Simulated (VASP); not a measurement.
# SiO2 (P4_2/mnm) in VASP: further runs

The runs below take SiO2 through single point, with r2SCAN.

Everything below comes from runs of VASP 6.6.1. Logs are shortened: lines on timing, memory, paths and dates and some standing lists are left out, and cuts for length are marked.

## 1. The cell of the first run

The structure is tetragonal, space group P4_2/mnm (No. 136). The conventional cell has a = 4.185 Å, b = 4.185 Å, c = 2.455 Å, α = 90.00°, β = 90.00°, γ = 90.00°. Si (site symmetry mmm) has 6 O at 1.68 to 1.81 Å within 2.2 Å. O (site symmetry m2m) has 3 Si at 1.68 to 1.81 Å within 2.2 Å.

## 2. Single point, r2SCAN (strain +0.000 along x and y, -0.080 along z)

Input file POSCAR:

```
SiO2
1.0
    4.1854060762      0.0000000000      0.0000000000
    0.0000000000      4.1854060762      0.0000000000
    0.0000000000      0.0000000000      2.4552453754
Si O
2 4
Direct
    0.5000000000      0.5000000000      0.5000000000
    0.0000000000      0.0000000000      0.0000000000
    0.6938852014      0.6938852014      0.0000000000
    0.1938852014      0.8061147986      0.5000000000
    0.3061147986      0.3061147986      0.0000000000
    0.8061147986      0.1938852014      0.5000000000
```

Input file INCAR.step1:

```
SYSTEM = SiO2
ALGO = Normal
EDIFF = 1E-4
ENCUT = 520
GGA = PE
ISMEAR = 0
LASPH = .True.
LCHARG = .False.
LREAL = .False.
LWAVE = .True.
NBANDS = 25
NELM = 80
PREC = Accurate
SIGMA = 0.05
```

Input file INCAR.step2:

```
SYSTEM = SiO2
ALGO = Normal
EDIFF = 1E-7
ENCUT = 520
ISIF = 2
ISMEAR = 0
ISTART = 1
LASPH = .True.
LCHARG = .False.
LMIXTAU = .True.
LREAL = .False.
LWAVE = .False.
METAGGA = R2SCAN
NBANDS = 25
NELM = 80
PREC = Accurate
SIGMA = 0.05
```

Input file KPOINTS:

```
k-points
0
Gamma
  6 6 8
  0 0 0
```

Potentials or basis: VASP PAW PBE potentials, release 64 (Si, O).

Started as:

```
cat potpaw_PBE.64/Si/POTCAR potpaw_PBE.64/O/POTCAR > POTCAR
cp INCAR.step1 INCAR
mpirun -np 1 vasp_std > vasp.out
cp INCAR.step2 INCAR
mpirun -np 1 vasp_std > vasp.out
```

OUTCAR:

```text
SYSTEM = SiO2
   EDIFF = 1E-7
   ENCUT = 520
   ISIF = 2
   ISMEAR = 0
   ISTART = 1
   LASPH = .True.
   LREAL = .False.
   METAGGA = R2SCAN
   NELM = 80
   PREC = Accurate

 ion  position               nearest neighbor table
   1  0.500  0.500  0.500-   3 1.68   5 1.68   3 1.68   5 1.68   4 1.81   6 1.81
   2  0.000  0.000  0.000-   4 1.68   6 1.68   4 1.68   6 1.68   5 1.81   3 1.81
   3  0.694  0.694  0.000-   1 1.68   1 1.68   2 1.81
   4  0.194  0.806  0.500-   2 1.68   2 1.68   1 1.81
   5  0.306  0.306  0.000-   1 1.68   1 1.68   2 1.81
   6  0.806  0.194  0.500-   2 1.68   2 1.68   1 1.81

  LATTYP: Found a simple tetragonal cell.
 ALAT       =     4.1854060762
 C/A-ratio  =     0.5866205885

  Lattice vectors:

 A1 = (   4.1854060762,   0.0000000000,   0.0000000000)
 A2 = (   0.0000000000,   4.1854060762,   0.0000000000)
 A3 = (   0.0000000000,   0.0000000000,   2.4552453754)

Analysis of symmetry for initial positions (statically):
=====================================================================
 Subroutine PRICEL returns:
 Original cell was already a primitive cell.

 Routine SETGRP: Setting up the symmetry group for a
 simple tetragonal supercell.

 Subroutine GETGRP returns: Found 16 space group operations
 (whereof  8 operations were pure point group operations)
 out of a pool of 16 trial point group operations.

The static configuration has the point symmetry D_2h.
 The point group associated with its full space group is D_4h.

Analysis of symmetry for dynamics (positions and initial velocities):
=====================================================================
 Subroutine PRICEL returns:
 Original cell was already a primitive cell.

 Routine SETGRP: Setting up the symmetry group for a
 simple tetragonal supercell.

 Subroutine GETGRP returns: Found 16 space group operations
 (whereof  8 operations were pure point group operations)
 out of a pool of 16 trial point group operations.

The dynamic configuration has the point symmetry D_2h.
 The point group associated with its full space group is D_4h.

 Subroutine INISYM returns: Found 16 space group operations
 (whereof  8 operations are pure point group operations),
 and found     1 'primitive' translations

----------------------------------------------------------------------------------------

                                     Primitive cell

  volume of cell :      43.0101

  direct lattice vectors                    reciprocal lattice vectors
     4.185406076  0.000000000  0.000000000     0.238925443  0.000000000  0.000000000
     0.000000000  4.185406076  0.000000000     0.000000000  0.238925443  0.000000000
     0.000000000  0.000000000  2.455245375     0.000000000  0.000000000  0.407291267

  length of vectors
     4.185406076  4.185406076  2.455245375     0.238925443  0.238925443  0.407291267

  position of ions in fractional coordinates (direct lattice)
     0.500000000  0.500000000  0.500000000
     0.000000000  0.000000000  0.000000000
     0.693885201  0.693885201  0.000000000
     0.193885201  0.806114799  0.500000000
     0.306114799  0.306114799  0.000000000
     0.806114799  0.193885201  0.500000000

  ion indices of the primitive-cell ions
   primitive index   ion index
                 1           1
                 2           2
                 3           3
                 4           4
                 5           5
                 6           6

----------------------------------------------------------------------------------------

 KPOINTS: k-points

Automatic generation of k-mesh.
 Grid dimensions read from file:
 generate k-points for:    6    6    8

 Generating k-lattice:

  Cartesian coordinates                     Fractional coordinates (reciprocal lattice)
     0.039820907  0.000000000  0.000000000     0.166666667  0.000000000  0.000000000
     0.000000000  0.039820907  0.000000000     0.000000000  0.166666667  0.000000000
     0.000000000  0.000000000  0.050911408     0.000000000  0.000000000  0.125000000

  Length of vectors
     0.039820907  0.039820907  0.050911408

  Shift w.r.t. Gamma in fractional coordinates (k-lattice)
     0.000000000  0.000000000  0.000000000

 Subroutine IBZKPT returns following result:
 ===========================================

 Found     50 irreducible k-points:

 Following reciprocal coordinates:
            Coordinates               Weight
  0.000000  0.000000  0.000000      1.000000
  0.166667  0.000000  0.000000      4.000000
  0.333333  0.000000  0.000000      4.000000
  0.500000  0.000000  0.000000      2.000000
  0.166667  0.166667  0.000000      4.000000
  0.333333  0.166667  0.000000      8.000000
[... 16 lines left out ...]
  0.333333  0.000000  0.250000      8.000000
  0.500000  0.000000  0.250000      4.000000
 [... further k-points ...]
   k-points           NKPTS =     50   k-points in BZ     NKDIM =     50   number of bands    NBANDS=     25
   number of dos      NEDOS =    301   number of ions     NIONS =      6
   total plane-waves  NPLWV =  18432
   dimension x,y,z NGX =    32 NGY =   32 NGZ =   18
   dimension x,y,z NGXF=    64 NGYF=   64 NGZF=   36
   ions per type =               2   4
   NGX,Y,Z   is equivalent  to a cutoff of  12.71, 12.71, 12.19 a.u.
   NGXF,Y,Z  is equivalent  to a cutoff of  25.42, 25.42, 24.38 a.u.
 SYSTEM =  SiO2
   PREC   = accura    normal or accurate (medium, high low for compatibility)
   ISTART =      1    job   : 0-new  1-cont  2-samecut
   ICHARG =      0    charge: 1-file 2-atom 10-const
   ISPIN  =      1    spin polarized calculation?
   LNONCOLLINEAR =      F non collinear calculations
   LSORBIT =      F    spin-orbit coupling
   LASPH  =      T    aspherical Exc in radial PAW
   ENCUT  =  520.0 eV  38.22 Ry    6.18 a.u.   7.78  7.78  4.57*2*pi/ulx,y,z
   NELM   =     80;   NELMIN=  2; NELMDL=  0     # of ELM steps
   EDIFF  = 0.1E-06   stopping-criterion for ELM
   LREAL  =      F    real-space projection
   EDIFFG = 0.1E-05   stopping-criterion for IOM
   NSW    =      0    number of steps for IOM
   IBRION =     -1    ionic relax: 0-MD 1-quasi-New 2-CG
   NFREE  =      0    steps in history (QN), initial steepest desc. (CG)
   ISIF   =      2    stress and relaxation
   ISYM   =      2    0-nonsym 1-usesym 2-fastsym
   POTIM  = 0.5000    time-step for ionic-motion
   TEBEG  =    0.0;   TEEND  =   0.0 temperature during run
   PSTRESS=    0.0 pullay stress
   NELECT =      32.0000    total number of electrons
   NUPDOWN=      -1.0000    fix difference up-down
   EMIN   =  10.00;   EMAX   =-10.00  energy-range for DOS
   EFERMI =   0.00;   METHOD = LEGACY
   ISMEAR =     0;   SIGMA  =   0.05  broadening in eV -4-tet -1-fermi 0-gaus
   EFERMI_NEDOS =   21; number of points for ismear=-14 and -15
   IALGO  =     38    algorithm
   IMIX   =      4    mixing-type and parameters
     AMIX     =   0.40;   BMIX     =  1.00
     AMIX_MAG =   1.60;   BMIX_MAG =  1.00
  volume/ion in A,a.u.               =       7.17        48.37
  Fermi-wavevector in a.u.,A,eV,Ry     =   1.483434  2.803283 29.940645  2.200575
  Thomas-Fermi vector in A             =   2.597096
   LORBIT       =      0    0 simple, 1 ext, 2 COOP (PROOUT), +10 PAW based schemes
   METAGGA = R2SCAN    functional components
   LHFCALC =     F    Hartree Fock is set to
   AEXX    =    0.0000 exact exchange contribution
   IVDW    =     0    specifies the selected vdW correction
   LEPSILON=     F    determine dielectric tensor
   LRPA    =     F    only Hartree local field effects (RPA)
 non-spin polarized calculation
 Gauss-broadening in eV      SIGMA  =   0.05
  energy-cutoff  :      520.00
  volume of cell :       43.01
 maximum number of plane-waves:      1180
 NGX is ok and might be reduce to    32
   NGX = 15   NGY = 15   NGZ =  9

 number of electron      31.9999977 magnetization

 Free energy of the ion-electron system (eV)
  ---------------------------------------------------
  ext. energy  EPLUGINS =         0.00000000
  ---------------------------------------------------
  free energy    TOTEN  =       -57.87330685 eV

  energy without entropy =      -57.87330685  energy(sigma->0) =      -57.87330685

 E-fermi :   9.0951     XC(G=0): -13.2925

 val. band max:        8.7612753032   @ k =   0.0000   0.0000   0.0000
 cond. band min:      17.0446974693   @ k =   0.0000   0.0000   0.0000
 fundamental gap:      8.2834221661
 Fermi energy:         9.0951049029

 k-point     1 :       0.0000    0.0000    0.0000
  band No.  band energies     occupation
      1     -15.6769      2.00000
      2     -11.8623      2.00000
      3     -11.8623      2.00000
      4     -11.7436      2.00000
      5      -2.7487      2.00000
      6       1.4185      2.00000
[... 17 lines left out ...]
     24      24.9045      0.00000
     25      26.5461      0.00000

 k-point     2 :       0.1667    0.0000    0.0000
  band No.  band energies     occupation
      1     -15.5278      2.00000
      2     -12.6137      2.00000
      3     -11.7853      2.00000
      4     -11.2970      2.00000
      5      -2.6083      2.00000
      6       0.6875      2.00000
[... 17 lines left out ...]
     24      24.4543      0.00000
     25      26.3373      0.00000

 k-point     3 :       0.3333    0.0000    0.0000
  band No.  band energies     occupation
      1     -15.0913      2.00000
      2     -13.5380      2.00000
      3     -11.5799      2.00000
      4     -11.1738      2.00000
      5      -2.1764      2.00000
      6      -0.4446      2.00000
[... 552 lines left out ...]
 k-point    23 :       0.3333    0.0000    0.2500
  band No.  band energies     occupation
      1     -14.1474      2.00000
      2     -12.7925      2.00000
      3     -11.1150      2.00000
      4     -10.8954      2.00000
      5      -1.3824      2.00000
      6       0.2207      2.00000
[... 17 lines left out ...]
     24      24.7182      0.00000
     25      24.9231      0.00000

 k-point    24 :       0.5000    0.0000    0.2500
  band No.  band energies     occupation
      1     -13.5382      2.00000
      2     -13.5382      2.00000
      3     -10.9653      2.00000
      4     -10.9653      2.00000
      5      -0.6144      2.00000
      6      -0.6144      2.00000
[... 17 lines left out ...]
     24      24.4540      0.00000
     25      25.1148      0.00000

 [... further k-points ...]

------------------------ aborting loop because EDIFF is reached ----------------------------------------

  FORCE on cell =-STRESS in cart. coord.  units (eV):
  Direction    XX          YY          ZZ          XY          YZ          ZX
  --------------------------------------------------------------------------------------
  -------------------------------------------------------------------------------------
  Total        5.2174727      5.2174727     22.4561681      0.0000000      0.0000000      0.0000000
  in kB      194.3572128    194.3572128    836.5196170      0.0000000      0.0000000      0.0000000
  external PRESSURE =     408.4113475 kB  Pullay stress =       0.0000000 kB

 VOLUME and BASIS-vectors are now :
 -----------------------------------------------------------------------------
  energy-cutoff  :      520.00
  volume of cell :       43.01
      direct lattice vectors                 reciprocal lattice vectors
     4.185406076  0.000000000  0.000000000     0.238925443  0.000000000  0.000000000
     0.000000000  4.185406076  0.000000000     0.000000000  0.238925443  0.000000000
     0.000000000  0.000000000  2.455245375     0.000000000  0.000000000  0.407291267

 POSITION                                       TOTAL-FORCE (eV/Angst)
 -----------------------------------------------------------------------------------
      2.09270      2.09270      1.22762        -0.000000      0.000000      0.000000
      0.00000      0.00000      0.00000        -0.000000      0.000000      0.000000
      2.90419      2.90419      0.00000         0.266930      0.266930      0.000000
      0.81149      3.37392      1.22762         0.266930     -0.266930      0.000000
      1.28121      1.28121      0.00000        -0.266930     -0.266930     -0.000000
      3.37392      0.81149      1.22762        -0.266930      0.266930      0.000000
 -----------------------------------------------------------------------------------
    total drift:                                0.000000     -0.000000      0.000000

  FREE ENERGIE OF THE ION-ELECTRON SYSTEM (eV)
  ---------------------------------------------------
  free  energy   TOTEN  =       -57.8733068501 eV

  energy  without entropy=      -57.8733068501  energy(sigma->0) =      -57.87330685
```

Run time: 1.7 min. Hardware: 1 thread of Intel Xeon Platinum 8259CL at 2.50GHz (Skylake/Cascade Lake), shared host; peak memory 0.17 GiB.

What came out:

```
Free energy            : -57.8733 eV
Pressure               : 40.8 GPa
Largest force          : 0.377 eV/Å
Band gap on the k mesh : 8.28 eV, direct
```

Forces in eV/Å, atoms in the order of the input:
```
Si   0.000  0.000  0.000
Si   0.000  0.000  0.000
O    0.267  0.267  0.000
O    0.267 -0.267  0.000
O   -0.267 -0.267  0.000
O   -0.267  0.267  0.000
```

Caveat: the cell differs from its parent crystal (strain +0.000 along x and y, -0.080 along z); the PAW data sets were made with another functional, which shifts forces and pressure a little.

(Part 1 of 2 ends here.)
